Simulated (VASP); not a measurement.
# Ag (I4/mmm) in VASP: further runs

Runs on Ag. Level: PBEsol. Tasks: single point.

All numbers are computed with VASP 6.6.1; they aren't measurements. Logs are shortened: lines on timing, memory, paths and dates and some standing lists are left out, and cuts for length are marked.

## 1. The cell of the first run

It takes space group I4/mmm (No. 139, tetragonal). Conventional cell: a = 2.889 Å, b = 2.889 Å, c = 4.168 Å, α = 90.00°, β = 90.00°, γ = 90.00°. Within 3.8 Å of Ag (site symmetry 4/mmm) lie 12 Ag at 2.89 to 2.92 Å.

## 2. Single point, PBEsol (strain +0.0200 x Voigt [1, 0, 0, 0, 0, 0])

The input, INCAR:

```
PREC     = Accurate       # precision mode
ENCUT    = 520            # plane-wave cutoff, eV
EDIFF    = 1E-6           # SCF threshold, eV
ISMEAR   = 0              # smearing method
SIGMA    = 0.15           # smearing width, eV
LREAL    = False          # projectors in reciprocal space
LASPH    = True           # aspherical terms in the spheres
NELM     = 100            # most SCF steps
ALGO     = Fast           # electronic algorithm
ISIF     = 2              # what is computed and relaxed
LWAVE    = False          # write WAVECAR
LCHARG   = True           # write CHGCAR
GGA      = PS             # functional
LELF     = True           # ELF
LVHAR    = True         
NBANDS   = 12             # bands
```

The input, KPOINTS:

```
regular mesh
0
Gamma
  20 20 20
```

The input, POSCAR:

```
Ag
1.0
    0.0000000000      2.0431000000      2.0431000000
    2.0839620000      0.0000000000      2.0431000000
    2.0839620000      2.0431000000      0.0000000000
Ag
1
Direct
    0.0000000000      0.0000000000      0.0000000000
```

Potentials or basis: VASP PAW PBE potentials, release 64 (Ag).

Started as:

```bash
> cat potpaw_PBE.64/Ag/POTCAR > POTCAR
> mpirun -np 1 vasp_std > vasp.out
```

OUTCAR:

```text
PREC = Accurate
   ENCUT = 520
   EDIFF = 1E-6
   ISMEAR = 0
   LREAL = False
   LASPH = True
   NELM = 100
   ISIF = 2
   GGA = PS

 ion  position               nearest neighbor table
   1  0.000  0.000  0.000-

  LATTYP: Found a body centered tetragonal cell.
 ALAT       =     2.8893797293
 C/A-ratio  =     1.4424978336

  Lattice vectors:

 A1 = (   2.0839620000,   0.0000000000,   2.0431000000)
 A2 = (   2.0839620000,   0.0000000000,  -2.0431000000)
 A3 = (  -2.0839620000,   2.0431000000,   0.0000000000)

Analysis of symmetry for initial positions (statically):
=====================================================================
 Subroutine PRICEL returns:
 Original cell was already a primitive cell.

 Routine SETGRP: Setting up the symmetry group for a
 body centered tetragonal supercell.

 Subroutine GETGRP returns: Found 16 space group operations
 (whereof 16 operations were pure point group operations)
 out of a pool of 16 trial point group operations.

The static configuration has the point symmetry D_4h.

Analysis of symmetry for dynamics (positions and initial velocities):
=====================================================================
 Subroutine PRICEL returns:
 Original cell was already a primitive cell.

 Routine SETGRP: Setting up the symmetry group for a
 body centered tetragonal supercell.

 Subroutine GETGRP returns: Found 16 space group operations
 (whereof 16 operations were pure point group operations)
 out of a pool of 16 trial point group operations.

The dynamic configuration has the point symmetry D_4h.

 Subroutine INISYM returns: Found 16 space group operations
 (whereof 16 operations are pure point group operations),
 and found     1 'primitive' translations

----------------------------------------------------------------------------------------

                                     Primitive cell

  volume of cell :      17.3980

  direct lattice vectors                    reciprocal lattice vectors
     0.000000000  2.043100000  2.043100000    -0.239927599  0.244726151  0.244726151
     2.083962000  0.000000000  2.043100000     0.239927599 -0.244726151  0.244726151
     2.083962000  2.043100000  0.000000000     0.239927599  0.244726151 -0.244726151

  length of vectors
     2.889379729  2.918416562  2.918416562     0.421125909  0.421125909  0.421125909

  position of ions in fractional coordinates (direct lattice)
     0.000000000  0.000000000  0.000000000

  ion indices of the primitive-cell ions
   primitive index   ion index
                 1           1

----------------------------------------------------------------------------------------

 KPOINTS: regular mesh

Automatic generation of k-mesh.
 Grid dimensions read from file:
 generate k-points for:   20   20   20

 Generating k-lattice:

  Cartesian coordinates                     Fractional coordinates (reciprocal lattice)
    -0.011996380  0.012236308  0.012236308     0.050000000  0.000000000  0.000000000
     0.011996380 -0.012236308  0.012236308     0.000000000  0.050000000  0.000000000
     0.011996380  0.012236308 -0.012236308     0.000000000  0.000000000  0.050000000

  Length of vectors
     0.021056295  0.021056295  0.021056295

  Shift w.r.t. Gamma in fractional coordinates (k-lattice)
     0.000000000  0.000000000  0.000000000

 Subroutine IBZKPT returns following result:
 ===========================================

 Found    641 irreducible k-points:

 Following reciprocal coordinates:
            Coordinates               Weight
  0.000000  0.000000  0.000000      1.000000
  0.050000 -0.000000 -0.000000      8.000000
  0.100000 -0.000000 -0.000000      8.000000
  0.150000 -0.000000 -0.000000      8.000000
  0.200000 -0.000000 -0.000000      8.000000
  0.250000 -0.000000 -0.000000      8.000000
[... 16 lines left out ...]
 -0.400000  0.050000 -0.000000     16.000000
 -0.350000  0.050000  0.000000     16.000000
 [... further k-points ...]
   k-points           NKPTS =    641   k-points in BZ     NKDIM =    641   number of bands    NBANDS=     12
   number of dos      NEDOS =    301   number of ions     NIONS =      1
   total plane-waves  NPLWV =  13824
   dimension x,y,z NGX =    24 NGY =   24 NGZ =   24
   dimension x,y,z NGXF=    48 NGYF=   48 NGZF=   48
   ions per type =               1
   NGX,Y,Z   is equivalent  to a cutoff of  13.81, 13.67, 13.67 a.u.
   NGXF,Y,Z  is equivalent  to a cutoff of  27.62, 27.34, 27.34 a.u.
 SYSTEM =  unknown system
   PREC   = accura    normal or accurate (medium, high low for compatibility)
   ISTART =      0    job   : 0-new  1-cont  2-samecut
   ICHARG =      2    charge: 1-file 2-atom 10-const
   ISPIN  =      1    spin polarized calculation?
   LNONCOLLINEAR =      F non collinear calculations
   LSORBIT =      F    spin-orbit coupling
   LASPH  =      T    aspherical Exc in radial PAW
   ENCUT  =  520.0 eV  38.22 Ry    6.18 a.u.   5.37  5.43  5.43*2*pi/ulx,y,z
[... 60 lines left out ...]
      1       0.2723      2.00000
      2       3.1756      2.00000
      3       3.2988      2.00000
      4       3.2988      2.00000
      5       4.2017      2.00000
      6       4.3294      2.00000
      7      23.9003      0.00000
      8      27.1862      0.00000
      9      27.4298      0.00000
     10      27.4298      0.00000
     11      32.1171      0.00000
     12      33.0419      0.00000

 k-point     2 :       0.0500   -0.0000   -0.0000
  band No.  band energies     occupation
      1       0.3496      2.00000
      2       3.1825      2.00000
      3       3.2953      2.00000
      4       3.3201      2.00000
      5       4.1947      2.00000
      6       4.3197      2.00000
      7      23.9148      0.00000
      8      26.6334      0.00000
      9      27.3080      0.00000
     10      27.4566      0.00000
     11      32.2173      0.00000
     12      32.9895      0.00000

 k-point     3 :       0.1000   -0.0000   -0.0000
  band No.  band energies     occupation
      1       0.5750      2.00000
      2       3.1735      2.00000
      3       3.3168      2.00000
      4       3.3777      2.00000
      5       4.1812      2.00000
      6       4.2969      2.00000
      7      23.7614      0.00000
      8      25.3612      0.00000
      9      27.3657      0.00000
     10      27.5224      0.00000
     11      31.4900      0.00000
     12      32.7253      0.00000

 k-point     4 :       0.1500   -0.0000   -0.0000
  band No.  band energies     occupation
      1       0.9239      2.00000
      2       3.1480      2.00000
      3       3.3723      2.00000
      4       3.4510      2.00000
      5       4.1848      2.00000
      6       4.2817      2.00000
      7      22.6247      0.00000
      8      24.8009      0.00000
      9      27.4293      0.00000
     10      27.5832      0.00000
     11      30.7488      0.00000
     12      32.0871      0.00000

 k-point     5 :       0.2000   -0.0000   -0.0000
  band No.  band energies     occupation
      1       1.3304      2.00000
      2       3.1955      2.00000
      3       3.4106      2.00000
      4       3.5044      2.00000
      5       4.2411      2.00000
      6       4.3087      2.00000
      7      20.8250      0.00000
      8      24.6817      0.00000
      9      27.4083      0.00000
     10      27.5673      0.00000
     11      30.3846      0.00000
     12      31.3708      0.00000
[... 228 lines left out ...]
      1       1.7358      2.00000
      2       3.1956      2.00000
      3       3.2909      2.00000
      4       4.8539      2.00000
      5       5.0560      2.00000
      6       7.7107      1.96735
      7      11.5178      0.00000
      8      23.0709      0.00000
      9      24.9972      0.00000
     10      25.3939      0.00000
     11      30.5409      0.00000
     12      31.0084      0.00000

 k-point    22 :      -0.4500    0.0500    0.0000
  band No.  band energies     occupation
      1       1.7415      2.00000
      2       3.1991      2.00000
      3       3.2962      2.00000
      4       4.8716      2.00000
      5       5.0064      2.00000
      6       7.5196      1.99992
      7      11.7592      0.00000
      8      23.0888      0.00000
      9      24.9506      0.00000
     10      25.5409      0.00000
     11      30.4489      0.00000
     12      31.0179      0.00000

 k-point    23 :      -0.4000    0.0500   -0.0000
  band No.  band energies     occupation
      1       1.7748      2.00000
      2       3.2289      2.00000
      3       3.3288      2.00000
      4       4.7861      2.00000
      5       4.8833      2.00000
      6       6.6131      2.00000
      7      13.0018      0.00000
      8      23.2285      0.00000
      9      25.0089      0.00000
     10      26.0342      0.00000
     11      30.3203      0.00000
     12      30.9668      0.00000

 k-point    24 :      -0.3500    0.0500    0.0000
  band No.  band energies     occupation
      1       1.8222      2.00000
      2       3.2804      2.00000
      3       3.3827      2.00000
      4       4.5642      2.00000
      5       4.7031      2.00000
      6       5.6541      2.00000
      7      14.6341      0.00000
      8      23.4674      0.00000
      9      25.2476      0.00000
     10      26.7568      0.00000
     11      30.1516      0.00000
     12      30.7824      0.00000

 [... further k-points ...]
[... 5 lines left out ...]
  --------------------------------------------------------------------------------------
  -------------------------------------------------------------------------------------
  Total       -0.5603179     -0.4758041     -0.4758041      0.0000000      0.0000000      0.0000000
  in kB      -51.5995660    -43.8167104    -43.8167104      0.0000000      0.0000000      0.0000000
  external PRESSURE =     -46.4109956 kB  Pullay stress =       0.0000000 kB

 VOLUME and BASIS-vectors are now :
 -----------------------------------------------------------------------------
  energy-cutoff  :      520.00
  volume of cell :       17.40
      direct lattice vectors                 reciprocal lattice vectors
     0.000000000  2.043100000  2.043100000    -0.239927599  0.244726151  0.244726151
     2.083962000  0.000000000  2.043100000     0.239927599 -0.244726151  0.244726151
     2.083962000  2.043100000  0.000000000     0.239927599  0.244726151 -0.244726151

 POSITION                                       TOTAL-FORCE (eV/Angst)
 -----------------------------------------------------------------------------------
      0.00000      0.00000      0.00000         0.000000     -0.000000      0.000000
 -----------------------------------------------------------------------------------
    total drift:                               -0.000000     -0.000000     -0.000000

  FREE ENERGIE OF THE ION-ELECTRON SYSTEM (eV)
  ---------------------------------------------------
  free  energy   TOTEN  =        -3.3006051542 eV

  energy  without entropy=       -3.2983097256  energy(sigma->0) =       -3.29945744
```

Run time: 63 s. Hardware: 1 thread of AMD EPYC 9R45 (Zen 5), shared host; peak memory 0.22 GiB.

Results:

| Item | Value |
| --- | --- |
| Free energy | -3.3006 eV |
| Pressure | -4.6 GPa |

Stress tensor (GPa, compression positive):
```
-5.16  0.00  0.00
 0.00 -4.38  0.00
 0.00  0.00 -4.38
```

Caveat: the cell differs from its parent crystal (strain +0.0200 x Voigt [1, 0, 0, 0, 0, 0]); the PAW data sets were made with another functional, which shifts forces and pressure a little.

## 3. Single point, PBEsol (strain +0.0300 x Voigt [1, 0, 0, 0, 0, 0])

The input, INCAR:

```
PREC     = Accurate       # precision mode
ENCUT    = 520            # plane-wave cutoff, eV
EDIFF    = 1E-7           # SCF threshold, eV
ISMEAR   = 0              # smearing method
SIGMA    = 0.15           # smearing width, eV
LREAL    = F              # projectors in reciprocal space
LASPH    = T              # aspherical terms in the spheres
NELM     = 100            # most SCF steps
ALGO     = Fast           # electronic algorithm
ISIF     = 2              # what is computed and relaxed
LWAVE    = F              # write WAVECAR
LCHARG   = F              # write CHGCAR
GGA      = PS             # functional
NBANDS   = 12             # bands
```

The input, KPOINTS:

```
Automatic mesh
0
Gamma
  20 20 20
```

The input, POSCAR:

```
Ag
1.0
    0.0000000000      2.0431000000      2.0431000000
    2.1043930000      0.0000000000      2.0431000000
    2.1043930000      2.0431000000      0.0000000000
Ag
1
Direct
    0.0000000000      0.0000000000      0.0000000000
```

Potentials or basis: VASP PAW PBE potentials, release 64 (Ag).

Started as:

```bash
> cat potpaw_PBE.64/Ag/POTCAR > POTCAR
> mpirun -np 1 vasp_std > vasp.out
```

Run time: 66 s. Hardware: 1 thread of AMD EPYC 9R45 (Zen 5), shared host; peak memory 0.22 GiB.

The run converged. Its results:

- Free energy: -3.2945 eV
- Pressure: -5.6 GPa

Stress tensor (GPa, compression positive):
```
-6.34  0.00  0.00
 0.00 -5.18  0.00
 0.00  0.00 -5.18
```

Levels at points of the mesh, in eV from the Fermi level:
| k point | band 2 | band 3 | band 4 | band 5 | band 6 | band 7 | band 8 | band 9 | band 10 | band 11 |
| --- | --- | --- | --- | --- | --- | --- | --- | --- | --- | --- |
| (0.00, 0.00, 0.00) | -4.77 | -4.59 | -4.59 | -3.75 | -3.56 | 15.94 | 19.10 | 19.45 | 19.45 | 24.07 |
| (0.50, 0.00, 0.00) | -4.75 | -4.58 | -2.94 | -2.86 | -0.36 | 3.44 | 15.09 | 17.26 | 17.87 | 22.06 |
| (0.50, 0.50, 0.00) | -6.08 | -2.93 | -2.77 | -2.63 | 1.75 | 6.74 | 10.29 | 10.31 | 16.66 | 16.68 |
| (0.00, 0.50, 0.50) | -6.09 | -2.92 | -2.71 | -2.71 | 1.26 | 6.03 | 10.82 | 10.82 | 17.15 | 17.20 |

Caveat: the cell differs from its parent crystal (strain +0.0300 x Voigt [1, 0, 0, 0, 0, 0]); the PAW data sets were made with another functional, which shifts forces and pressure a little.

## 4. Single point, PBEsol (strain +0.0350 x Voigt [1, 0, 0, 0, 0, 0])

The input, INCAR:

```
ALGO     = Normal         # electronic algorithm
EDIFF    = 1E-6           # SCF threshold, eV
ENCUT    = 520            # plane-wave cutoff, eV
GGA      = PS             # functional
ISIF     = 2              # what is computed and relaxed
ISMEAR   = 0              # smearing method
LASPH    = T              # aspherical terms in the spheres
LCHARG   = F              # write CHGCAR
LREAL    = F              # projectors in reciprocal space
LWAVE    = F              # write WAVECAR
NBANDS   = 12             # bands
NELM     = 100            # most SCF steps
PREC     = Accurate       # precision mode
SIGMA    = 0.15           # smearing width, eV
```

The input, KPOINTS:

```
k-points
0
Gamma
  20 20 20
```

The input, POSCAR:

```
Ag
1.0
    0.0000000000      2.0431000000      2.0431000000
    2.1146085000      0.0000000000      2.0431000000
    2.1146085000      2.0431000000      0.0000000000
Ag
1
Direct
    0.0000000000      0.0000000000      0.0000000000
```

Started as:

```bash
> cat potpaw_PBE.64/Ag/POTCAR > POTCAR
> mpirun -np 1 vasp_std > vasp.out
```

It took 51 s on 1 thread of AMD EPYC 9R45 (Zen 5), shared host; peak memory 0.22 GiB.

The run converged. Its results:

```
Free energy : -3.2911 eV
Pressure    : -6.0 GPa
```

Stress tensor (GPa, compression positive):
```
-6.87  0.00  0.00
 0.00 -5.52  0.00
 0.00  0.00 -5.52
```

Levels at points of the mesh, in eV from the Fermi level:
```tsv
k point	band 2	band 3	band 4	band 5	band 6	band 7	band 8	band 9	band 10	band 11
(0.00, 0.00, 0.00)	-4.77	-4.56	-4.56	-3.76	-3.54	15.94	19.02	19.42	19.42	24.02
(0.50, 0.00, 0.00)	-4.75	-4.55	-2.94	-2.85	-0.35	3.41	15.05	17.18	17.87	21.92
(0.50, 0.50, 0.00)	-6.05	-2.93	-2.78	-2.62	1.78	6.74	10.24	10.26	16.58	16.60
(0.00, 0.50, 0.50)	-6.07	-2.92	-2.72	-2.72	1.22	5.92	10.85	10.85	17.14	17.19
```

Caveat: the cell differs from its parent crystal (strain +0.0350 x Voigt [1, 0, 0, 0, 0, 0]); the PAW data sets were made with another functional, which shifts forces and pressure a little.

## 5. Single point, PBEsol (strain +0.0400 x Voigt [1, 0, 0, 0, 0, 0])

The input, INCAR:

```
  PREC = Accurate
  ENCUT = 520
  EDIFF = 1E-7
  ISMEAR = 0
  SIGMA = 0.15
  LREAL = False
  LASPH = True
  NELM = 80
  ALGO = Fast
  ISIF = 2
  LWAVE = False
  LCHARG = False
  GGA = PS
  NBANDS = 12
```

The input, KPOINTS:

```
Automatic mesh
0
Gamma
  20 20 20
```

The input, POSCAR:

```
Ag
1.0
    0.0000000000      2.0431000000      2.0431000000
    2.1248240000      0.0000000000      2.0431000000
    2.1248240000      2.0431000000      0.0000000000
Ag
1
Direct
    0.0000000000      0.0000000000      0.0000000000
```

Started as:

```bash
> cat potpaw_PBE.64/Ag/POTCAR > POTCAR
> mpirun -np 1 vasp_std > vasp.out
```

Wall time 64 s (1 thread of AMD EPYC 9R45 (Zen 5), shared host); peak memory 0.22 GiB.

The run converged. Its results:

```
Free energy : -3.2873 eV
Pressure    : -6.3 GPa
```

Stress tensor (GPa, compression positive):
```
-7.37  0.00  0.00
 0.00 -5.84  0.00
 0.00  0.00 -5.84
```

Levels at points of the mesh, in eV from the Fermi level:
```
           k point  band 4  band 5  band 6  band 7  band 8  band 9
(0.00, 0.00, 0.00)   -4.54   -3.77   -3.52   15.93   18.95   19.40
(0.50, 0.00, 0.00)   -2.95   -2.85   -0.34    3.39   15.00   17.12
(0.50, 0.50, 0.00)   -2.79   -2.61    1.81    6.74   10.19   10.21
(0.00, 0.50, 0.50)   -2.72   -2.72    1.17    5.80   10.88   10.88
```

Caveat: the cell differs from its parent crystal (strain +0.0400 x Voigt [1, 0, 0, 0, 0, 0]); the PAW data sets were made with another functional, which shifts forces and pressure a little.

## 6. Overview

```csv
cell,gap on the mesh (eV),pressure (GPa)
"a = 2.889, b = 2.918, c = 2.918 Å, angles 59.3, 60.3, 60.3°, 1 atom",none,-4.6
"a = 2.889, b = 2.933, c = 2.933 Å, angles 59.0, 60.5, 60.5°, 1 atom",none,-5.6
"a = 2.889, b = 2.940, c = 2.940 Å, angles 58.9, 60.6, 60.6°, 1 atom",none,-6.0
"a = 2.889, b = 2.948, c = 2.948 Å, angles 58.7, 60.7, 60.7°, 1 atom",none,-6.3
```

Alike in all rows: task single point; level PBEsol; potentials or basis VASP PAW PBE potentials, release 64 (Ag); no spin polarisation; k mesh 20 × 20 × 20; cutoff (eV) 520; smearing gaussian 0.15 eV.

Caveats: the PAW data sets were made with another functional, which shifts forces and pressure a little.

Total energies depend on the potentials used, so only differences within one code and one set of settings carry meaning.
